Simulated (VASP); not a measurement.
# BC6 in VASP: a series of runs

BC6 is run at these levels: PBE; tasks: single point.

All numbers are computed with VASP 6.6.1; they aren't measurements. Logs are shortened: lines on timing, memory, paths and dates and some standing lists are left out, and cuts for length are marked.

### 1 The cell of the first run

The cell holds a disordered packing, 14 atoms: a = 4.977 Å, b = 4.935 Å, c = 4.826 Å, α = 92.52°, β = 89.42°, γ = 94.55°.

### 2 Single point, PBE

File INCAR:

```
SYSTEM = BC6
ALGO = Normal
EDIFF = 1E-6
ENCUT = 520
GGA = PE
GGA_COMPAT = .FALSE.
ISIF = 2
ISMEAR = -1
ISYM = -1
LASPH = .TRUE.
LCHARG = .FALSE.
LREAL = .FALSE.
LWAVE = .FALSE.
NBANDS = 40
NELM = 120
PREC = Accurate
SIGMA = 0.3447
```

File KPOINTS:

```
explicit points
1
Reciprocal
  0.25000000   0.25000000   0.25000000 1
```

File POSCAR:

```
BC6
1.0
    4.9729980000     -0.1966600000      0.0225860000
   -0.1966600000      4.9296060000     -0.1069400000
    0.0225860000     -0.1069400000      4.8244630000
C B
12 2
Direct
    0.2909641612      0.8958066445      0.0826238788
    0.3173034309      0.1904200942      0.6706671622
    0.5448803199      0.5855063816      0.3868300753
    0.9402303214      0.5765261698     -0.0598543990
    0.7945637135      0.9675966091      0.2208355138
    1.1398125396      0.5485420969      0.3739842726
    0.7557765448      0.5739943165      0.5755546230
    0.5609360231      0.8337030090      0.2003149156
    0.0704967491      0.7521823902      0.1806427255
    0.2159783003      0.0564222133      0.9006170647
    0.6750146668      1.3702876678     -0.1908179870
    0.9991563164      0.6519835355      0.6922748034
    0.2988843775      0.3667193959      0.4546898525
    0.8666091292      0.1794349862      0.8947674681
```

Potentials or basis: VASP PAW PBE potentials, release 64 (C, B).

Run with:

```sh
> cat potpaw_PBE.64/C/POTCAR potpaw_PBE.64/B/POTCAR > POTCAR
> mpirun -np 1 vasp_std > vasp.out
```

OUTCAR:

```text
SYSTEM = BC6
   EDIFF = 1E-6
   ENCUT = 520
   GGA = PE
   ISIF = 2
   ISMEAR = -1
   ISYM = -1
   LASPH = .TRUE.
   LREAL = .FALSE.
   NELM = 120
   PREC = Accurate

 ion  position               nearest neighbor table
   1  0.291  0.896  0.083-  10 1.29   9 1.35   8 1.52
   2  0.317  0.190  0.671-  10 1.39  13 1.39  11 2.03
   3  0.545  0.586  0.387-   7 1.40   8 1.55  13 1.61   6 2.01
   4  0.940  0.577  0.940-  12 1.29   9 1.53  11 1.71  14 1.97   7 1.99
   5  0.795  0.968  0.221-   8 1.29   9 1.81  14 1.94
   6  0.140  0.549  0.374-  13 1.32   9 1.46  12 1.75   3 2.01
   7  0.756  0.574  0.576-  12 1.36   3 1.40  11 1.57   4 1.99
   8  0.561  0.834  0.200-   5 1.29   1 1.52   3 1.55
   9  0.070  0.752  0.181-   1 1.35   6 1.46   4 1.53   5 1.81
  10  0.216  0.056  0.901-   1 1.29   2 1.39  14 1.89
  11  0.675  0.370  0.809-  14 1.47   7 1.57   4 1.71   2 2.03
  12  0.999  0.652  0.692-   4 1.29   7 1.36   6 1.75
  13  0.299  0.367  0.455-   6 1.32   2 1.39   3 1.61
  14  0.867  0.179  0.895-  11 1.47  10 1.89   5 1.94   4 1.97

IMPORTANT INFORMATION: All symmetrisations will be switched off!
NOSYMM: (Re-)initialisation of all symmetry stuff for point group C_1.

----------------------------------------------------------------------------------------

                                     Primitive cell

  volume of cell :     118.0263

  direct lattice vectors                    reciprocal lattice vectors
     4.972998000 -0.196660000  0.022586000     0.201406506  0.008018243 -0.000765162
    -0.196660000  4.929606000 -0.106940000     0.008018243  0.203272777  0.004468247
     0.022586000 -0.106940000  4.824463000    -0.000765162  0.004468247  0.207379581

  length of vectors
     4.976936245  4.934686073  4.825700937     0.201567503  0.203479924  0.207429124

  position of ions in fractional coordinates (direct lattice)
     0.290964161  0.895806644  0.082623879
     0.317303431  0.190420094  0.670667162
     0.544880320  0.585506382  0.386830075
     0.940230321  0.576526170  0.940145601
     0.794563713  0.967596609  0.220835514
     0.139812540  0.548542097  0.373984273
     0.755776545  0.573994316  0.575554623
     0.560936023  0.833703009  0.200314916
     0.070496749  0.752182390  0.180642726
     0.215978300  0.056422213  0.900617065
     0.675014667  0.370287668  0.809182013
     0.999156316  0.651983536  0.692274803
     0.298884378  0.366719396  0.454689853
     0.866609129  0.179434986  0.894767468

  ion indices of the primitive-cell ions
   primitive index   ion index
                 1           1
                 2           2
                 3           3
                 4           4
                 5           5
                 6           6
                 7           7
                 8           8
                 9           9
                10          10
                11          11
                12          12
                13          13
                14          14

----------------------------------------------------------------------------------------

 KPOINTS: explicit points

Read explicit list of k-points.

 Found      1 k-points:

 Following reciprocal coordinates:
            Coordinates               Weight
  0.250000  0.250000  0.250000      1.000000
   k-points           NKPTS =      1   k-points in BZ     NKDIM =      1   number of bands    NBANDS=     40
   number of dos      NEDOS =    301   number of ions     NIONS =     14
   total plane-waves  NPLWV =  57600
   dimension x,y,z NGX =    40 NGY =   40 NGZ =   36
   dimension x,y,z NGXF=    80 NGYF=   80 NGZF=   72
   ions per type =              12   2
   NGX,Y,Z   is equivalent  to a cutoff of  13.36, 13.48, 12.40 a.u.
   NGXF,Y,Z  is equivalent  to a cutoff of  26.72, 26.95, 24.80 a.u.
 SYSTEM =  BC6
   PREC   = accura    normal or accurate (medium, high low for compatibility)
   ISTART =      0    job   : 0-new  1-cont  2-samecut
   ICHARG =      2    charge: 1-file 2-atom 10-const
   ISPIN  =      1    spin polarized calculation?
   LNONCOLLINEAR =      F non collinear calculations
   LSORBIT =      F    spin-orbit coupling
   LASPH  =      T    aspherical Exc in radial PAW
   ENCUT  =  520.0 eV  38.22 Ry    6.18 a.u.   9.25  9.18  8.97*2*pi/ulx,y,z
   NELM   =    120;   NELMIN=  2; NELMDL= -5     # of ELM steps
   EDIFF  = 0.1E-05   stopping-criterion for ELM
   LREAL  =      F    real-space projection
   EDIFFG = 0.1E-04   stopping-criterion for IOM
   NSW    =      0    number of steps for IOM
   IBRION =     -1    ionic relax: 0-MD 1-quasi-New 2-CG
   NFREE  =      0    steps in history (QN), initial steepest desc. (CG)
   ISIF   =      2    stress and relaxation
   ISYM   =     -1    0-nonsym 1-usesym 2-fastsym
   POTIM  = 0.5000    time-step for ionic-motion
   TEBEG  =    0.0;   TEEND  =   0.0 temperature during run
   PSTRESS=    0.0 pullay stress
   NELECT =      54.0000    total number of electrons
   NUPDOWN=      -1.0000    fix difference up-down
   EMIN   =  10.00;   EMAX   =-10.00  energy-range for DOS
   EFERMI =   0.00;   METHOD = LEGACY
   ISMEAR =    -1;   SIGMA  =   0.34  broadening in eV -4-tet -1-fermi 0-gaus
   EFERMI_NEDOS =   21; number of points for ismear=-14 and -15
   IALGO  =     38    algorithm
   IMIX   =      4    mixing-type and parameters
     AMIX     =   0.40;   BMIX     =  1.00
     AMIX_MAG =   1.60;   BMIX_MAG =  1.00
  volume/ion in A,a.u.               =       8.43        56.89
  Fermi-wavevector in a.u.,A,eV,Ry     =   1.261478  2.383848 21.651328  1.591328
  Thomas-Fermi vector in A             =   2.394935
   LORBIT       =      0    0 simple, 1 ext, 2 COOP (PROOUT), +10 PAW based schemes
   GGA     = PE    functional components
   LHFCALC =     F    Hartree Fock is set to
   AEXX    =    0.0000 exact exchange contribution
   IVDW    =     0    specifies the selected vdW correction
   LEPSILON=     F    determine dielectric tensor
   LRPA    =     F    only Hartree local field effects (RPA)
 non-spin polarized calculation
  energy-cutoff  :      520.00
  volume of cell :      118.03
 maximum number of plane-waves:      3173
 NGX is ok and might be reduce to    40
   NGX = 19   NGY = 19   NGZ = 17

 number of electron      54.0000000 magnetization

 Free energy of the ion-electron system (eV)
  ---------------------------------------------------
  ext. energy  EPLUGINS =         0.00000000
  ---------------------------------------------------
  free energy    TOTEN  =      -104.12090360 eV

  energy without entropy =     -103.03510260  energy(sigma->0) =     -103.57800310

 E-fermi :   4.8879     XC(G=0): -10.8304

 val. band max:        4.3286457253   @ k =   0.2500   0.2500   0.2500
 cond. band min:       5.2659910067   @ k =   0.2500   0.2500   0.2500
 fundamental gap:      0.9373452815
 Fermi energy:         4.8878756646

 k-point     1 :       0.2500    0.2500    0.2500
  band No.  band energies     occupation
      1     -14.6661      2.00000
      2     -13.3910      2.00000
      3     -11.0803      2.00000
      4     -10.8028      2.00000
      5      -9.6712      2.00000
      6      -8.6532      2.00000
      7      -7.4808      2.00000
      8      -6.9859      2.00000
      9      -5.5143      2.00000
     10      -4.5377      2.00000
     11      -4.2488      2.00000
     12      -3.8849      2.00000
     13      -3.1894      2.00000
     14      -2.5466      2.00000
     15      -1.7519      2.00000
     16      -1.3767      2.00000
     17      -0.8955      2.00000
     18      -0.3215      2.00000
     19       0.0906      2.00000
     20       0.5648      1.99999
     21       0.8748      1.99998
     22       1.1842      1.99996
     23       1.7262      1.99979
     24       2.5897      1.99746
     25       3.4683      1.96797
     26       4.1251      1.80280
     27       4.3286      1.67024
     28       5.2660      0.50063
     29       6.1273      0.05342
     30       6.8147      0.00744
     31       8.0525      0.00021
     32       8.3532      0.00009
     33       8.9597      0.00001
     34       9.1423      0.00001
     35      10.3589      0.00000
     36      10.7417      0.00000
     37      11.1099      0.00000
     38      11.5943      0.00000
     39      12.1144      0.00000
 [bands above 39 left out]

------------------------ aborting loop because EDIFF is reached ----------------------------------------

  FORCE on cell =-STRESS in cart. coord.  units (eV):
  Direction    XX          YY          ZZ          XY          YZ          ZX
  --------------------------------------------------------------------------------------
  -------------------------------------------------------------------------------------
  Total       18.8772963      6.7885647      9.7181535      5.4417094    -11.0134464     -2.5811028
  in kB      256.2545383     92.1530543    131.9214831     73.8698328   -149.5047584    -35.0378194
  external PRESSURE =     160.1096919 kB  Pullay stress =       0.0000000 kB

 VOLUME and BASIS-vectors are now :
 -----------------------------------------------------------------------------
  energy-cutoff  :      520.00
  volume of cell :      118.03
      direct lattice vectors                 reciprocal lattice vectors
     4.972998000 -0.196660000  0.022586000     0.201406506  0.008018243 -0.000765162
    -0.196660000  4.929606000 -0.106940000     0.008018243  0.203272777  0.004468247
     0.022586000 -0.106940000  4.824463000    -0.000765162  0.004468247  0.207379581

 POSITION                                       TOTAL-FORCE (eV/Angst)
 -----------------------------------------------------------------------------------
      1.27266      4.34992      0.30939         6.624727     -0.380157      2.736407
      1.55565      0.80457      3.22241         1.655048     -0.282662      5.052952
      2.60328      2.73779      1.81594         0.167520      1.928142     -1.933407
      4.58362      2.55660      4.49528         0.027310     -2.925716      5.299040
      3.76606      4.59000      0.97988         5.539943      2.549419     -3.475369
      0.59586      2.63661      1.74877        -6.262304      7.724888      1.795554
      3.65859      2.61938      2.73243        -4.662036     -3.250850      0.357001
      2.63010      3.97809      0.88992        -6.071451     -3.753721      1.164257
      0.20674      3.67478      0.79266        -5.062377     -4.456343      2.347692
      1.08330      0.13935      4.34384        -2.422693      4.883201     -7.585816
      3.30230      1.60609      3.87952        -0.070965      0.815791     -1.860230
      4.85622      2.94350      3.29270         2.466324      3.201835     -7.693337
      1.42450      1.70038      2.16117         5.320280     -3.453796     -0.127532
      4.29457      0.61843      4.31716         2.750673     -2.600029      3.922788
 -----------------------------------------------------------------------------------
    total drift:                                0.000296      0.000291      0.000116

  FREE ENERGIE OF THE ION-ELECTRON SYSTEM (eV)
  ---------------------------------------------------
  free  energy   TOTEN  =      -104.1209036042 eV

  energy  without entropy=     -103.0351026002  energy(sigma->0) =     -103.57800310
```

Wall time 17 s (1 thread of AMD EPYC 7R43 (Zen 3), shared host); peak memory 0.17 GiB.

Results:

```yaml
Free_energy: -104.1209 eV
Pressure: 16.0 GPa
Largest_force: 10.105 eV/Å
```

Forces in eV/Å, atoms in the order of the input:
```
C    6.625 -0.380  2.736
C    1.655 -0.283  5.053
C    0.168  1.928 -1.933
C    0.027 -2.926  5.299
C    5.540  2.549 -3.475
C   -6.262  7.725  1.796
C   -4.662 -3.251  0.357
C   -6.071 -3.754  1.164
C   -5.062 -4.456  2.348
C   -2.423  4.883 -7.586
C   -0.071  0.816 -1.860
C    2.466  3.202 -7.693
B    5.320 -3.454 -0.128
B    2.751 -2.600  3.923
```

Caveat: the atoms stand as in a frame of molecular dynamics.

(Continued in part 2 of 3.)
